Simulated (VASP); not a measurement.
# Cu in VASP: further runs

Cu is run at these levels: PBEsol, PBE, r2SCAN; tasks: single point.

Everything below comes from runs of VASP 6.6.1. Logs are shortened: lines on timing, memory, paths and dates and some standing lists are left out, and cuts for length are marked.

## (1) The cell of the first run

The structure is hexagonal, space group P6_3/mmc (No. 194). Conventional cell: a = 2.584 Å, b = 2.584 Å, c = 4.193 Å, α = 90.00°, β = 90.00°, γ = 120.00°. Within 3.4 Å of Cu (site symmetry -6m2) lie 12 Cu at 2.57 to 2.58 Å.

## (2) Single point, PBEsol

INCAR reads:

```
PREC     = Accurate       # precision mode
ENCUT    = 520            # plane-wave cutoff, eV
EDIFF    = 1E-6           # SCF threshold, eV
ISMEAR   = -1             # smearing method
SIGMA    = 0.05           # smearing width, eV
LREAL    = False          # projectors in reciprocal space
LASPH    = True           # aspherical terms in the spheres
NELM     = 80             # most SCF steps
ALGO     = Normal         # electronic algorithm
ISIF     = 2              # what is computed and relaxed
LWAVE    = False          # write WAVECAR
LCHARG   = False          # write CHGCAR
GGA      = PS             # functional
NBANDS   = 18             # bands
```

KPOINTS reads:

```
regular mesh
0
Gamma
  12 12 7
```

POSCAR reads:

```
Cu
1.0
    2.5837974578      0.0000000000      0.0000000000
   -1.2918987289      2.2376342367      0.0000000000
    0.0000000000      0.0000000000      4.1932301247
Cu
2
Direct
    0.6666666667      0.3333333333      0.7500000000
    0.3333333333      0.6666666667      0.2500000000
```

Potentials or basis: VASP PAW PBE potentials, release 64 (Cu).

On the command line:

```
> cat potpaw_PBE.64/Cu/POTCAR > POTCAR
> mpirun -np 1 vasp_std > vasp.out
```

OUTCAR:

```text
PREC = Accurate
   ENCUT = 520
   EDIFF = 1E-6
   ISMEAR = -1
   LREAL = False
   LASPH = True
   NELM = 80
   ISIF = 2
   GGA = PS

 ion  position               nearest neighbor table
   1  0.667  0.333  0.750-   2 2.57   2 2.57   2 2.57   2 2.57   2 2.57   2 2.57
   2  0.333  0.667  0.250-   1 2.57   1 2.57   1 2.57   1 2.57   1 2.57   1 2.57

  LATTYP: Found a hexagonal cell.
 ALAT       =     2.5837974578
 C/A-ratio  =     1.6228942838

  Lattice vectors:

 A1 = (   2.5837974578,   0.0000000000,   0.0000000000)
 A2 = (  -1.2918987289,   2.2376342367,   0.0000000000)
 A3 = (   0.0000000000,   0.0000000000,   4.1932301247)

Analysis of symmetry for initial positions (statically):
=====================================================================
 Subroutine PRICEL returns:
 Original cell was already a primitive cell.

 Routine SETGRP: Setting up the symmetry group for a
 hexagonal supercell.

 Subroutine GETGRP returns: Found 24 space group operations
 (whereof 12 operations were pure point group operations)
 out of a pool of 24 trial point group operations.

The static configuration has the point symmetry D_3d.
 The point group associated with its full space group is D_6h.

Analysis of symmetry for dynamics (positions and initial velocities):
=====================================================================
 Subroutine PRICEL returns:
 Original cell was already a primitive cell.

 Routine SETGRP: Setting up the symmetry group for a
 hexagonal supercell.

 Subroutine GETGRP returns: Found 24 space group operations
 (whereof 12 operations were pure point group operations)
 out of a pool of 24 trial point group operations.

The dynamic configuration has the point symmetry D_3d.
 The point group associated with its full space group is D_6h.

 Subroutine INISYM returns: Found 24 space group operations
 (whereof 12 operations are pure point group operations),
 and found     1 'primitive' translations

----------------------------------------------------------------------------------------

                                     Primitive cell

  volume of cell :      24.2436

  direct lattice vectors                    reciprocal lattice vectors
     2.583797458  0.000000000  0.000000000     0.387027240  0.223450281  0.000000000
    -1.291898729  2.237634237  0.000000000     0.000000000  0.446900563  0.000000000
     0.000000000  0.000000000  4.193230125     0.000000000  0.000000000  0.238479637

  length of vectors
     2.583797458  2.583797458  4.193230125     0.446900563  0.446900563  0.238479637

  position of ions in fractional coordinates (direct lattice)
     0.666666667  0.333333333  0.750000000
     0.333333333  0.666666667  0.250000000

  ion indices of the primitive-cell ions
   primitive index   ion index
                 1           1
                 2           2

----------------------------------------------------------------------------------------

 KPOINTS: regular mesh

Automatic generation of k-mesh.
 Grid dimensions read from file:
 generate k-points for:   12   12    7

 Generating k-lattice:

  Cartesian coordinates                     Fractional coordinates (reciprocal lattice)
     0.032252270  0.018620857  0.000000000     0.083333333 -0.000000000  0.000000000
     0.000000000  0.037241714  0.000000000     0.000000000  0.083333333  0.000000000
     0.000000000  0.000000000  0.034068520     0.000000000  0.000000000  0.142857143

  Length of vectors
     0.037241714  0.037241714  0.034068520

  Shift w.r.t. Gamma in fractional coordinates (k-lattice)
     0.000000000  0.000000000  0.000000000

 Subroutine IBZKPT returns following result:
 ===========================================

 Found     76 irreducible k-points:

 Following reciprocal coordinates:
            Coordinates               Weight
  0.000000  0.000000  0.000000      1.000000
  0.083333  0.000000  0.000000      6.000000
  0.166667  0.000000  0.000000      6.000000
  0.250000 -0.000000  0.000000      6.000000
  0.333333  0.000000  0.000000      6.000000
  0.416667  0.000000  0.000000      6.000000
[... 16 lines left out ...]
  0.250000 -0.000000  0.142857     12.000000
  0.333333  0.000000  0.142857     12.000000
 [... further k-points ...]
   k-points           NKPTS =     76   k-points in BZ     NKDIM =     76   number of bands    NBANDS=     18
   number of dos      NEDOS =    301   number of ions     NIONS =      2
   total plane-waves  NPLWV =  12800
   dimension x,y,z NGX =    20 NGY =   20 NGZ =   32
   dimension x,y,z NGXF=    40 NGYF=   40 NGZF=   64
   ions per type =               2
   NGX,Y,Z   is equivalent  to a cutoff of  12.87, 12.87, 12.69 a.u.
   NGXF,Y,Z  is equivalent  to a cutoff of  25.74, 25.74, 25.37 a.u.
 SYSTEM =  unknown system
   PREC   = accura    normal or accurate (medium, high low for compatibility)
   ISTART =      0    job   : 0-new  1-cont  2-samecut
   ICHARG =      2    charge: 1-file 2-atom 10-const
   ISPIN  =      1    spin polarized calculation?
   LNONCOLLINEAR =      F non collinear calculations
   LSORBIT =      F    spin-orbit coupling
   LASPH  =      T    aspherical Exc in radial PAW
   ENCUT  =  520.0 eV  38.22 Ry    6.18 a.u.   4.80  4.80  7.80*2*pi/ulx,y,z
   NELM   =     80;   NELMIN=  2; NELMDL= -5     # of ELM steps
   EDIFF  = 0.1E-05   stopping-criterion for ELM
   LREAL  =      F    real-space projection
   EDIFFG = 0.1E-04   stopping-criterion for IOM
   NSW    =      0    number of steps for IOM
   IBRION =     -1    ionic relax: 0-MD 1-quasi-New 2-CG
   NFREE  =      0    steps in history (QN), initial steepest desc. (CG)
   ISIF   =      2    stress and relaxation
   ISYM   =      2    0-nonsym 1-usesym 2-fastsym
   POTIM  = 0.5000    time-step for ionic-motion
   TEBEG  =    0.0;   TEEND  =   0.0 temperature during run
   PSTRESS=    0.0 pullay stress
   NELECT =      22.0000    total number of electrons
   NUPDOWN=      -1.0000    fix difference up-down
   EMIN   =  10.00;   EMAX   =-10.00  energy-range for DOS
   EFERMI =   0.00;   METHOD = LEGACY
   ISMEAR =    -1;   SIGMA  =   0.05  broadening in eV -4-tet -1-fermi 0-gaus
   EFERMI_NEDOS =   21; number of points for ismear=-14 and -15
   IALGO  =     38    algorithm
   IMIX   =      4    mixing-type and parameters
     AMIX     =   0.40;   BMIX     =  1.00
     AMIX_MAG =   1.60;   BMIX_MAG =  1.00
  volume/ion in A,a.u.               =      12.12        81.80
  Fermi-wavevector in a.u.,A,eV,Ry     =   1.584955  2.995131 34.178961  2.512083
  Thomas-Fermi vector in A             =   2.684494
   LORBIT       =      0    0 simple, 1 ext, 2 COOP (PROOUT), +10 PAW based schemes
   GGA     = PS    functional components
   LHFCALC =     F    Hartree Fock is set to
   AEXX    =    0.0000 exact exchange contribution
   IVDW    =     0    specifies the selected vdW correction
   LEPSILON=     F    determine dielectric tensor
   LRPA    =     F    only Hartree local field effects (RPA)
 non-spin polarized calculation
  energy-cutoff  :      520.00
  volume of cell :       24.24
 maximum number of plane-waves:       668
 NGX is ok and might be reduce to    20
   NGX =  9   NGY =  9   NGZ = 15

 number of electron      22.0000017 magnetization

 Free energy of the ion-electron system (eV)
  ---------------------------------------------------
  ext. energy  EPLUGINS =         0.00000000
  ---------------------------------------------------
  free energy    TOTEN  =        -8.54553127 eV

  energy without entropy =       -8.53710026  energy(sigma->0) =       -8.54131577

 E-fermi :   7.0284     XC(G=0): -12.7558

 val. band max:        7.0270597289   @ k =   0.2500   0.2500   0.2857
 cond. band min:       7.0652544413   @ k =   0.5000  -0.0000   0.0000
 fundamental gap:      0.0381947124
 Fermi energy:         7.0283613581

 k-point     1 :       0.0000    0.0000    0.0000
  band No.  band energies     occupation
      1      -2.1084      2.00000
      2       2.1498      2.00000
      3       4.1560      2.00000
      4       4.2014      2.00000
      5       4.2014      2.00000
      6       4.4055      2.00000
[... 10 lines left out ...]
     17      29.9619      0.00000
     18      29.9619      0.00000

 k-point     2 :       0.0833    0.0000    0.0000
  band No.  band energies     occupation
      1      -1.8892      2.00000
      2       2.2738      2.00000
      3       4.0321      2.00000
      4       4.2792      2.00000
      5       4.3022      2.00000
      6       4.3725      2.00000
[... 10 lines left out ...]
     17      31.1833      0.00000
     18      31.2442      0.00000

 k-point     3 :       0.1667    0.0000    0.0000
  band No.  band energies     occupation
      1      -1.2458      2.00000
      2       2.5876      2.00000
      3       3.8508      2.00000
      4       4.0252      2.00000
      5       4.2484      2.00000
      6       4.4924      2.00000
[... 10 lines left out ...]
     17      28.4239      0.00000
     18      29.8988      0.00000

 k-point     4 :       0.2500   -0.0000    0.0000
  band No.  band energies     occupation
      1      -0.2337      2.00000
      2       2.8781      2.00000
      3       3.5168      2.00000
      4       3.7234      2.00000
      5       4.1704      2.00000
      6       4.3517      2.00000
[... 10 lines left out ...]
     17      25.1015      0.00000
     18      27.0658      0.00000

 k-point     5 :       0.3333    0.0000    0.0000
  band No.  band energies     occupation
      1       0.9902      2.00000
      2       2.8891      2.00000
      3       3.1627      2.00000
      4       3.7561      2.00000
      5       4.2237      2.00000
      6       4.2469      2.00000
[... 10 lines left out ...]
     17      22.2599      0.00000
     18      26.0263      0.00000

 k-point     6 :       0.4167    0.0000    0.0000
  band No.  band energies     occupation
      1       2.0143      2.00000
      2       2.7590      2.00000
      3       2.9580      2.00000
      4       3.9463      2.00000
      5       4.1356      2.00000
      6       4.2628      2.00000
[... 10 lines left out ...]
     17      20.1389      0.00000
     18      25.6669      0.00000

 k-point     7 :       0.5000   -0.0000    0.0000
  band No.  band energies     occupation
      1       2.3872      2.00000
      2       2.6647      2.00000
      3       2.8914      2.00000
      4       4.1043      2.00000
      5       4.1237      2.00000
      6       4.2301      2.00000
[... 10 lines left out ...]
     17      19.8205      0.00000
     18      25.5630      0.00000

 k-point     8 :       0.0833    0.0833    0.0000
  band No.  band energies     occupation
      1      -1.4575      2.00000
      2       2.4961      2.00000
      3       3.8914      2.00000
      4       4.1993      2.00000
      5       4.2991      2.00000
      6       4.4047      2.00000
[... 10 lines left out ...]
     17      30.1935      0.00000
     18      30.3276      0.00000
[... 229 lines left out ...]
     17      19.6714      0.00000
     18      19.6714      0.00000

 k-point    20 :       0.0000    0.0000    0.1429
  band No.  band energies     occupation
      1      -1.9245      2.00000
      2       2.0339      2.00000
      3       4.1209      2.00000
      4       4.1673      2.00000
      5       4.1673      2.00000
      6       4.3697      2.00000
[... 10 lines left out ...]
     17      28.5764      0.00000
     18      30.0513      0.00000

 k-point    21 :       0.0833    0.0000    0.1429
  band No.  band energies     occupation
      1      -1.7069      2.00000
      2       2.1705      2.00000
      3       4.0302      2.00000
      4       4.2135      2.00000
      5       4.2360      2.00000
      6       4.2748      2.00000
[... 10 lines left out ...]
     17      28.7004      0.00000
     18      30.3916      0.00000

 k-point    22 :       0.1667    0.0000    0.1429
  band No.  band energies     occupation
      1      -1.0697      2.00000
      2       2.5224      2.00000
      3       3.8549      2.00000
      4       3.8706      2.00000
      5       4.1993      2.00000
      6       4.3849      2.00000
[... 10 lines left out ...]
     17      27.3901      0.00000
     18      29.2203      0.00000

 k-point    23 :       0.2500   -0.0000    0.1429
  band No.  band energies     occupation
      1      -0.0735      2.00000
      2       2.8645      2.00000
      3       3.4230      2.00000
      4       3.7505      2.00000
      5       4.0973      2.00000
      6       4.3697      2.00000
[... 10 lines left out ...]
     17      26.0823      0.00000
     18      27.9344      0.00000

 k-point    24 :       0.3333    0.0000    0.1429
  band No.  band energies     occupation
      1       1.1067      2.00000
      2       2.8873      2.00000
      3       3.1534      2.00000
      4       3.7038      2.00000
      5       4.1993      2.00000
      6       4.2694      2.00000
[... 10 lines left out ...]
     17      24.1818      0.00000
     18      26.1874      0.00000

 [... further k-points ...]
[... 5 lines left out ...]
  --------------------------------------------------------------------------------------
  -------------------------------------------------------------------------------------
  Total       -1.3178083     -1.3178083     -1.3308621      0.0000000      0.0000000      0.0000000
  in kB      -87.0896532    -87.0896532    -87.9523342      0.0000000      0.0000000      0.0000000
  external PRESSURE =     -87.3772135 kB  Pullay stress =       0.0000000 kB

 VOLUME and BASIS-vectors are now :
 -----------------------------------------------------------------------------
  energy-cutoff  :      520.00
  volume of cell :       24.24
      direct lattice vectors                 reciprocal lattice vectors
     2.583797458  0.000000000  0.000000000     0.387027240  0.223450281  0.000000000
    -1.291898729  2.237634237  0.000000000     0.000000000  0.446900563  0.000000000
     0.000000000  0.000000000  4.193230125     0.000000000  0.000000000  0.238479637

 POSITION                                       TOTAL-FORCE (eV/Angst)
 -----------------------------------------------------------------------------------
      1.29190      0.74588      3.14492         0.000000      0.000000      0.000000
     -0.00000      1.49176      1.04831        -0.000000     -0.000000      0.000000
 -----------------------------------------------------------------------------------
    total drift:                               -0.000000      0.000000     -0.000000

  FREE ENERGIE OF THE ION-ELECTRON SYSTEM (eV)
  ---------------------------------------------------
  free  energy   TOTEN  =        -8.5455312746 eV

  energy  without entropy=       -8.5371002611  energy(sigma->0) =       -8.54131577
```

It took 11 s on 1 thread of Intel Xeon 6975P-C (Granite Rapids), shared host; peak memory 0.14 GiB.

Results:

| Quantity | Value |
| --- | --- |
| Free energy | -8.5455 eV |
| Pressure | -8.7 GPa |
| Band gap on the k mesh | zero (band 11 reaches 10.96 eV, above the bottom of band 12 at 5.24 eV) |

Caveat: the PAW data sets were made with another functional, which shifts forces and pressure a little.

(Part 1 of 2 ends here.)
